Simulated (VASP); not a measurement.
# GaP (ordered beta-tin type) (I-4m2) in VASP: further runs

Runs on GaP (ordered beta-tin type). Level: LDA. Tasks: single point.

Program: VASP 6.6.1. These are calculated values, not measurements. Logs are shortened: lines on timing, memory, paths and dates and some standing lists are left out, and cuts for length are marked.

## 1. The cell of the first run

The structure is tetragonal, space group I-4m2 (No. 119). The conventional cell has a = 4.581 Å, b = 4.581 Å, c = 2.515 Å, α = 90.00°, β = 90.00°, γ = 90.00°. Within 3.1 Å of Ga (site symmetry -4m2) lie 8 P at 2.38 to 2.97 Å and 2 Ga at 2.52 Å. Within 3.1 Å of P (site symmetry -4m2) lie 8 Ga at 2.38 to 2.97 Å and 2 P at 2.52 Å.

## 2. Single point, LDA

File INCAR:

```
SYSTEM = GaP
  PREC = Accurate
  ENCUT = 500
  EDIFF = 1E-6
  ISMEAR = 0
  SIGMA = 0.1
  LREAL = .False.
  LASPH = .True.
  NELM = 120
  ALGO = Normal
  ISIF = 2
  LWAVE = .False.
  LCHARG = .False.
  GGA = CA
  NBANDS = 16
  GGA_COMPAT = .False.
```

File KPOINTS:

```
Automatic mesh
0
Gamma
  16 16 16
  0 0 0
```

File POSCAR:

```
GaP
1.0
   -2.2906534308      2.2906534308      1.2575395259
    2.2906534308     -2.2906534308      1.2575395259
    2.2906534308      2.2906534308     -1.2575395259
Ga P
1 1
Direct
    0.0000000000      0.0000000000      0.0000000000
    0.7500000000      0.2500000000      0.5000000000
```

Potentials or basis: VASP PAW LDA potentials, release 64 (Ga_d, P).

The run is started by

```
$ cat potpaw_LDA.64/Ga_d/POTCAR potpaw_LDA.64/P/POTCAR > POTCAR
$ mpirun -np 1 vasp_std > vasp.out
```

OUTCAR:

```text
SYSTEM = GaP
   PREC = Accurate
   ENCUT = 500
   EDIFF = 1E-6
   ISMEAR = 0
   LREAL = .False.
   LASPH = .True.
   NELM = 120
   ISIF = 2
   GGA = CA

 ion  position               nearest neighbor table
   1  0.000  0.000  0.000-   2 2.38   2 2.38   2 2.38   2 2.38
   2  0.750  0.250  0.500-   1 2.38   1 2.38   1 2.38   1 2.38

  LATTYP: Found a body centered tetragonal cell.
 ALAT       =     4.5813068616
 C/A-ratio  =     0.5489872492

  Lattice vectors:

 A1 = (  -2.2906534308,   2.2906534308,   1.2575395259)
 A2 = (   2.2906534308,  -2.2906534308,   1.2575395259)
 A3 = (   2.2906534308,   2.2906534308,  -1.2575395259)

Analysis of symmetry for initial positions (statically):
=====================================================================
 Subroutine PRICEL returns:
 Original cell was already a primitive cell.

 Routine SETGRP: Setting up the symmetry group for a
 body centered tetragonal supercell.

 Subroutine GETGRP returns: Found  8 space group operations
 (whereof  8 operations were pure point group operations)
 out of a pool of 16 trial point group operations.

The static configuration has the point symmetry D_2d.

Analysis of symmetry for dynamics (positions and initial velocities):
=====================================================================
 Subroutine PRICEL returns:
 Original cell was already a primitive cell.

 Routine SETGRP: Setting up the symmetry group for a
 body centered tetragonal supercell.

 Subroutine GETGRP returns: Found  8 space group operations
 (whereof  8 operations were pure point group operations)
 out of a pool of 16 trial point group operations.

The dynamic configuration has the point symmetry D_2d.

 Subroutine INISYM returns: Found  8 space group operations
 (whereof  8 operations are pure point group operations),
 and found     1 'primitive' translations

----------------------------------------------------------------------------------------

                                     Primitive cell

  volume of cell :      26.3937

  direct lattice vectors                    reciprocal lattice vectors
    -2.290653431  2.290653431  1.257539526     0.000000000  0.218278328  0.397601817
     2.290653431 -2.290653431  1.257539526     0.218278328  0.000000000  0.397601817
     2.290653431  2.290653431 -1.257539526     0.218278328  0.218278328  0.000000000

  length of vectors
     3.474995243  3.474995243  3.474995243     0.453577593  0.453577593  0.308692171

  position of ions in fractional coordinates (direct lattice)
     0.000000000  0.000000000  0.000000000
     0.750000000  0.250000000  0.500000000

  ion indices of the primitive-cell ions
   primitive index   ion index
                 1           1
                 2           2

----------------------------------------------------------------------------------------

 KPOINTS: Automatic mesh

Automatic generation of k-mesh.
 Grid dimensions read from file:
 generate k-points for:   16   16   16

 Generating k-lattice:

  Cartesian coordinates                     Fractional coordinates (reciprocal lattice)
     0.000000000  0.013642395  0.024850114     0.062500000  0.000000000  0.000000000
     0.013642395  0.000000000  0.024850114     0.000000000  0.062500000  0.000000000
     0.013642395  0.013642395  0.000000000     0.000000000  0.000000000  0.062500000

  Length of vectors
     0.028348600  0.028348600  0.019293261

  Shift w.r.t. Gamma in fractional coordinates (k-lattice)
     0.000000000  0.000000000  0.000000000

 Subroutine IBZKPT returns following result:
 ===========================================

 Found    349 irreducible k-points:

 Following reciprocal coordinates:
            Coordinates               Weight
  0.000000  0.000000  0.000000      1.000000
  0.062500  0.000000  0.000000      8.000000
  0.125000  0.000000  0.000000      8.000000
  0.187500  0.000000  0.000000      8.000000
  0.250000  0.000000  0.000000      8.000000
  0.312500  0.000000  0.000000      8.000000
[... 16 lines left out ...]
 -0.125000  0.062500  0.000000     16.000000
 -0.062500  0.062500  0.000000      4.000000
 [... further k-points ...]
   k-points           NKPTS =    349   k-points in BZ     NKDIM =    349   number of bands    NBANDS=     16
   number of dos      NEDOS =    301   number of ions     NIONS =      2
   total plane-waves  NPLWV =  21952
   dimension x,y,z NGX =    28 NGY =   28 NGZ =   28
   dimension x,y,z NGXF=    56 NGYF=   56 NGZF=   56
   ions per type =               1   1
   NGX,Y,Z   is equivalent  to a cutoff of  13.40, 13.40, 13.40 a.u.
   NGXF,Y,Z  is equivalent  to a cutoff of  26.79, 26.79, 26.79 a.u.
 SYSTEM =  GaP
   PREC   = accura    normal or accurate (medium, high low for compatibility)
   ISTART =      0    job   : 0-new  1-cont  2-samecut
   ICHARG =      2    charge: 1-file 2-atom 10-const
   ISPIN  =      1    spin polarized calculation?
   LNONCOLLINEAR =      F non collinear calculations
   LSORBIT =      F    spin-orbit coupling
   LASPH  =      T    aspherical Exc in radial PAW
   ENCUT  =  500.0 eV  36.75 Ry    6.06 a.u.   6.34  6.34  6.34*2*pi/ulx,y,z
   NELM   =    120;   NELMIN=  2; NELMDL= -5     # of ELM steps
   EDIFF  = 0.1E-05   stopping-criterion for ELM
   LREAL  =      F    real-space projection
   EDIFFG = 0.1E-04   stopping-criterion for IOM
   NSW    =      0    number of steps for IOM
   IBRION =     -1    ionic relax: 0-MD 1-quasi-New 2-CG
   NFREE  =      0    steps in history (QN), initial steepest desc. (CG)
   ISIF   =      2    stress and relaxation
   ISYM   =      2    0-nonsym 1-usesym 2-fastsym
   POTIM  = 0.5000    time-step for ionic-motion
   TEBEG  =    0.0;   TEEND  =   0.0 temperature during run
   PSTRESS=    0.0 pullay stress
   NELECT =      18.0000    total number of electrons
   NUPDOWN=      -1.0000    fix difference up-down
   EMIN   =  10.00;   EMAX   =-10.00  energy-range for DOS
   EFERMI =   0.00;   METHOD = LEGACY
   ISMEAR =     0;   SIGMA  =   0.10  broadening in eV -4-tet -1-fermi 0-gaus
   EFERMI_NEDOS =   21; number of points for ismear=-14 and -15
   IALGO  =     38    algorithm
   IMIX   =      4    mixing-type and parameters
     AMIX     =   0.40;   BMIX     =  1.00
     AMIX_MAG =   1.60;   BMIX_MAG =  1.00
  volume/ion in A,a.u.               =      13.20        89.06
  Fermi-wavevector in a.u.,A,eV,Ry     =   1.441005  2.723105 28.252441  2.076496
  Thomas-Fermi vector in A             =   2.559686
   LORBIT       =      0    0 simple, 1 ext, 2 COOP (PROOUT), +10 PAW based schemes
   GGA     = CA    functional components
   LHFCALC =     F    Hartree Fock is set to
   AEXX    =    0.0000 exact exchange contribution
   IVDW    =     0    specifies the selected vdW correction
   LEPSILON=     F    determine dielectric tensor
   LRPA    =     F    only Hartree local field effects (RPA)
 non-spin polarized calculation
 Gauss-broadening in eV      SIGMA  =   0.10
  energy-cutoff  :      500.00
  volume of cell :       26.39
 maximum number of plane-waves:       697
 NGX is ok and might be reduce to    28
   NGX = 13   NGY = 13   NGZ = 13

 number of electron      17.9999998 magnetization

 Free energy of the ion-electron system (eV)
  ---------------------------------------------------
  ext. energy  EPLUGINS =         0.00000000
  ---------------------------------------------------
  free energy    TOTEN  =        -9.32925930 eV

  energy without entropy =       -9.32737064  energy(sigma->0) =       -9.32831497

 E-fermi :  10.1422     XC(G=0): -12.5460

 val. band max:       10.1380488905   @ k =  -0.2500  -0.2500   0.0625
 cond. band min:      10.1594648671   @ k =  -0.1250  -0.1875   0.1250
 fundamental gap:      0.0214159766
 Fermi energy:        10.1422090949

 k-point     1 :       0.0000    0.0000    0.0000
  band No.  band energies     occupation
      1      -6.0648      2.00000
      2      -5.6627      2.00000
      3      -5.4192      2.00000
      4      -5.3587      2.00000
      5      -5.1539      2.00000
      6      -5.1539      2.00000
[... 8 lines left out ...]
     15      21.2845      0.00000
     16      24.4597      0.00000

 k-point     2 :       0.0625    0.0000    0.0000
  band No.  band energies     occupation
      1      -5.9871      2.00000
      2      -5.6003      2.00000
      3      -5.4134      2.00000
      4      -5.3579      2.00000
      5      -5.1682      2.00000
      6      -5.1674      2.00000
[... 8 lines left out ...]
     15      22.2606      0.00000
     16      23.3189      0.00000

 k-point     3 :       0.1250    0.0000    0.0000
  band No.  band energies     occupation
      1      -5.8186      2.00000
      2      -5.4092      2.00000
      3      -5.3975      2.00000
      4      -5.3200      2.00000
      5      -5.2081      2.00000
      6      -5.1843      2.00000
[... 8 lines left out ...]
     15      21.5769      0.00000
     16      22.6483      0.00000

 k-point     4 :       0.1875    0.0000    0.0000
  band No.  band energies     occupation
      1      -5.6615      2.00000
      2      -5.3820      2.00000
      3      -5.3780      2.00000
      4      -5.2856      2.00000
      5      -5.2630      2.00000
      6      -4.7729      2.00000
[... 8 lines left out ...]
     15      20.6432      0.00000
     16      22.7885      0.00000
[... 324 lines left out ...]
 k-point    22 :      -0.1875    0.0625   -0.0000
  band No.  band energies     occupation
      1      -5.7665      2.00000
      2      -5.4104      2.00000
      3      -5.3906      2.00000
      4      -5.2933      2.00000
      5      -5.2068      2.00000
      6      -5.1171      2.00000
[... 8 lines left out ...]
     15      21.8040      0.00000
     16      22.9167      0.00000

 k-point    23 :      -0.1250    0.0625    0.0000
  band No.  band energies     occupation
      1      -5.9173      2.00000
      2      -5.5744      2.00000
      3      -5.4077      2.00000
      4      -5.3635      2.00000
      5      -5.1675      2.00000
      6      -5.1618      2.00000
[... 8 lines left out ...]
     15      22.6259      0.00000
     16      22.9165      0.00000

 k-point    24 :      -0.0625    0.0625    0.0000
  band No.  band energies     occupation
      1      -6.0225      2.00000
      2      -5.6547      2.00000
      3      -5.4163      2.00000
      4      -5.3625      2.00000
      5      -5.1534      2.00000
      6      -5.1526      2.00000
[... 8 lines left out ...]
     15      22.1566      0.00000
     16      24.3789      0.00000

 [... further k-points ...]

------------------------ aborting loop because EDIFF is reached ----------------------------------------

  FORCE on cell =-STRESS in cart. coord.  units (eV):
  Direction    XX          YY          ZZ          XY          YZ          ZX
  --------------------------------------------------------------------------------------
  -------------------------------------------------------------------------------------
  Total        3.9845801      3.9845801      4.0001993      0.0000000     -0.0000000      0.0000000
  in kB      241.8759785    241.8759785    242.8241101      0.0000000     -0.0000000      0.0000000
  external PRESSURE =     242.1920224 kB  Pullay stress =       0.0000000 kB

 VOLUME and BASIS-vectors are now :
 -----------------------------------------------------------------------------
  energy-cutoff  :      500.00
  volume of cell :       26.39
      direct lattice vectors                 reciprocal lattice vectors
    -2.290653431  2.290653431  1.257539526     0.000000000  0.218278328  0.397601817
     2.290653431 -2.290653431  1.257539526     0.218278328  0.000000000  0.397601817
     2.290653431  2.290653431 -1.257539526     0.218278328  0.218278328  0.000000000

 POSITION                                       TOTAL-FORCE (eV/Angst)
 -----------------------------------------------------------------------------------
      0.00000      0.00000      0.00000        -0.000000     -0.000000      0.000000
      0.00000      2.29065      0.62877         0.000000      0.000000     -0.000000
 -----------------------------------------------------------------------------------
    total drift:                                0.000000     -0.000000     -0.000000

  FREE ENERGIE OF THE ION-ELECTRON SYSTEM (eV)
  ---------------------------------------------------
  free  energy   TOTEN  =        -9.3292592962 eV

  energy  without entropy=       -9.3273706377  energy(sigma->0) =       -9.32831497
```

Run time: 4 min. Hardware: 1 thread of Intel Xeon 8259CL, shared host; peak memory 0.25 GiB.

Results:

```
Free energy            : -9.3293 eV
Pressure               : 24.2 GPa
Band gap on the k mesh : zero (bands 9 and 10 overlap by 6.69 eV)
```

Stress tensor (GPa, compression positive):
```
24.19  0.00  0.00
 0.00 24.19  0.00
 0.00  0.00 24.28
```

Caveat: the cell stands under pressure.

## 3. Single point, LDA

This run uses another cell than the first one, of 13.63 Å³/atom.

File INCAR:

```
SYSTEM = GaP
PREC = Accurate
ENCUT = 500
EDIFF = 1E-6
ISMEAR = 0
SIGMA = 0.1
LREAL = .False.
LASPH = .True.
NELM = 120
ALGO = Normal
ISIF = 2
LWAVE = .False.
LCHARG = .True.
LELF = .True.
LVHAR = .True.
NBANDS = 16
GGA_COMPAT = .False.
```

KPOINTS is that of step 2.

File POSCAR:

```
GaP
1.0
   -2.3135194093      2.3135194093      1.2728315050
    2.3135194093     -2.3135194093      1.2728315050
    2.3135194093      2.3135194093     -1.2728315050
Ga P
1 1
Direct
    0.0000000000      0.0000000000      0.0000000000
    0.7500000000      0.2500000000      0.5000000000
```

Potentials or basis: VASP PAW LDA potentials, release 64 (Ga_d, P).

The run is started by

```
$ cat potpaw_LDA.64/Ga_d/POTCAR potpaw_LDA.64/P/POTCAR > POTCAR
$ mpirun -np 1 vasp_std > vasp.out
```

Run time: 4.4 min. Hardware: 1 thread of Intel Xeon 8259CL, shared host; peak memory 0.26 GiB.

It converged, with:

```yaml
Free_energy: -9.4428 eV
Pressure: 18.2 GPa
Band_gap_on_the_k_mesh: zero (bands 9 and 10 overlap by 6.46 eV)
```

Levels at points of the mesh, in eV from the Fermi level:
```tsv
k point	band 5	band 6	band 7	band 8	band 9	band 10	band 11	band 12	band 13	band 14
(0.00, 0.00, 0.00)	-15.23	-15.23	-3.35	-3.35	-2.36	2.69	6.31	9.96	9.96	10.70
(0.50, 0.00, 0.00)	-15.16	-9.43	-7.60	-2.83	-2.30	-1.36	1.94	4.83	6.88	10.44
(0.50, 0.50, 0.00)	-15.21	-13.43	-10.91	-0.94	1.89	2.21	3.67	5.63	9.80	12.00
(0.50, 0.50, 0.50)	-15.21	-10.93	-7.74	-7.74	-7.28	4.86	6.92	13.27	13.27	15.27
```

Caveat: the cell stands under pressure.

## 4. Single point, LDA

This run uses another cell than the first one, of 14.14 Å³/atom.

File INCAR:

```
PREC = Accurate
ENCUT = 500
EDIFF = 1E-6
ISMEAR = 0
SIGMA = 0.1
LREAL = False
LASPH = True
NELM = 120
ALGO = Normal
ISIF = 2
LWAVE = False
LCHARG = True
LELF = True
LVHAR = True
NBANDS = 16
GGA_COMPAT = False
```

File KPOINTS:

```
regular mesh
0
Gamma
  16 16 16
```

File POSCAR:

```
GaP
1.0
   -2.3382098816      2.3382098816      1.2929860733
    2.3382098816     -2.3382098816      1.2929860733
    2.3382098816      2.3382098816     -1.2929860733
Ga P
1 1
Direct
    0.0000000000      0.0000000000      0.0000000000
    0.7500000000      0.2500000000      0.5000000000
```

Potentials or basis: VASP PAW LDA potentials, release 64 (Ga_d, P).

The run is started by

```
$ cat potpaw_LDA.64/Ga_d/POTCAR potpaw_LDA.64/P/POTCAR > POTCAR
$ mpirun -np 1 vasp_std > vasp.out
```

OUTCAR:

```text
PREC = Accurate
   ENCUT = 500
   EDIFF = 1E-6
   ISMEAR = 0
   LREAL = False
   LASPH = True
   NELM = 120
   ISIF = 2

 ion  position               nearest neighbor table
   1  0.000  0.000  0.000-   2 2.43   2 2.43   2 2.43   2 2.43
   2  0.750  0.250  0.500-   1 2.43   1 2.43   1 2.43   1 2.43

  LATTYP: Found a body centered tetragonal cell.
 ALAT       =     4.6764197632
 C/A-ratio  =     0.5529811859

  Lattice vectors:

 A1 = (  -2.3382098816,   2.3382098816,   1.2929860733)
 A2 = (   2.3382098816,  -2.3382098816,   1.2929860733)
 A3 = (   2.3382098816,   2.3382098816,  -1.2929860733)

Analysis of symmetry for initial positions (statically):
=====================================================================
 Subroutine PRICEL returns:
 Original cell was already a primitive cell.

 Routine SETGRP: Setting up the symmetry group for a
 body centered tetragonal supercell.

 Subroutine GETGRP returns: Found  8 space group operations
 (whereof  8 operations were pure point group operations)
 out of a pool of 16 trial point group operations.

The static configuration has the point symmetry D_2d.
[... 161 lines left out ...]

 E-fermi :   9.1548     XC(G=0): -12.1970

 val. band max:        9.1386033952   @ k =  -0.3750  -0.4375   0.1250
 cond. band min:       9.1548990815   @ k =  -0.1875  -0.2500   0.1250
 fundamental gap:      0.0162956863
 Fermi energy:         9.1547848855

 k-point     1 :       0.0000    0.0000    0.0000
  band No.  band energies     occupation
      1      -6.5917      2.00000
      2      -6.2288      2.00000
      3      -6.1843      2.00000
      4      -6.1513      2.00000
      5      -6.0219      2.00000
      6      -6.0219      2.00000
[... 433 lines left out ...]
      3      -6.1874      2.00000
      4      -6.1176      2.00000
      5      -6.0209      2.00000
      6      -6.0179      2.00000
[... 8 lines left out ...]
     15      20.7399      0.00000
     16      22.9879      0.00000

 [... further k-points ...]

------------------------ aborting loop because EDIFF is reached ----------------------------------------

  FORCE on cell =-STRESS in cart. coord.  units (eV):
  Direction    XX          YY          ZZ          XY          YZ          ZX
  --------------------------------------------------------------------------------------
  -------------------------------------------------------------------------------------
  Total        2.1523079      2.1523079      2.1538724      0.0000000      0.0000000      0.0000000
  in kB      121.9534722    121.9534722    122.0421158      0.0000000      0.0000000      0.0000000
  external PRESSURE =     121.9830200 kB  Pullay stress =       0.0000000 kB

 VOLUME and BASIS-vectors are now :
 -----------------------------------------------------------------------------
  energy-cutoff  :      500.00
  volume of cell :       28.28
      direct lattice vectors                 reciprocal lattice vectors
    -2.338209882  2.338209882  1.292986073     0.000000000  0.213838802  0.386701768
     2.338209882 -2.338209882  1.292986073     0.213838802  0.000000000  0.386701768
     2.338209882  2.338209882 -1.292986073     0.213838802  0.213838802  0.000000000

 POSITION                                       TOTAL-FORCE (eV/Angst)
 -----------------------------------------------------------------------------------
      0.00000      0.00000      0.00000         0.000000      0.000000      0.000000
      0.00000      2.33821      0.64649        -0.000000     -0.000000     -0.000000
 -----------------------------------------------------------------------------------
    total drift:                                0.000000     -0.000000      0.000000

  FREE ENERGIE OF THE ION-ELECTRON SYSTEM (eV)
  ---------------------------------------------------
  free  energy   TOTEN  =        -9.5399471227 eV

  energy  without entropy=       -9.5374436171  energy(sigma->0) =       -9.53869537
```

stdout:

```text
POSCAR found type information on POSCAR GaP
 POSCAR found :  2 types and       2 ions
 scaLAPACK will be used
 LDA part: xc-table for (Slater(with rela. corr.)+CA(PZ))
 , standard interpolation
 POSCAR, INCAR and KPOINTS ok, starting setup
 FFT: planning ... GRIDC
 FFT: planning ... GRID_SOFT
 FFT: planning ... GRID
 WAVECAR not read
 entering main loop
```

It took 4.5 min on 1 thread of Intel Xeon 8259CL, shared host; peak memory 0.26 GiB.

Results:

* Free energy: -9.5399 eV
* Pressure: 12.2 GPa
* Band gap on the k mesh: zero (bands 9 and 10 overlap by 6.22 eV)

Caveat: the cell stands under pressure.

## 5. Summary

```tsv
cell	gap on the mesh (eV)	pressure (GPa)
a = 3.475 Å, angles 97.5, 97.5, 137.6°, 2 atoms	none	24.2
a = 3.511 Å, angles 97.6, 97.6, 137.5°, 2 atoms	none	18.2
a = 3.551 Å, angles 97.6, 97.6, 137.3°, 2 atoms	none	12.2
```

Alike in all rows: task single point; level LDA; potentials or basis VASP PAW LDA potentials, release 64 (Ga_d, P); no spin polarisation; k mesh 16 × 16 × 16; cutoff (eV) 500; smearing gaussian 0.1 eV.

Caveats: the cell stands under pressure.

Absolute energies hang on the potentials; compare differences alone.
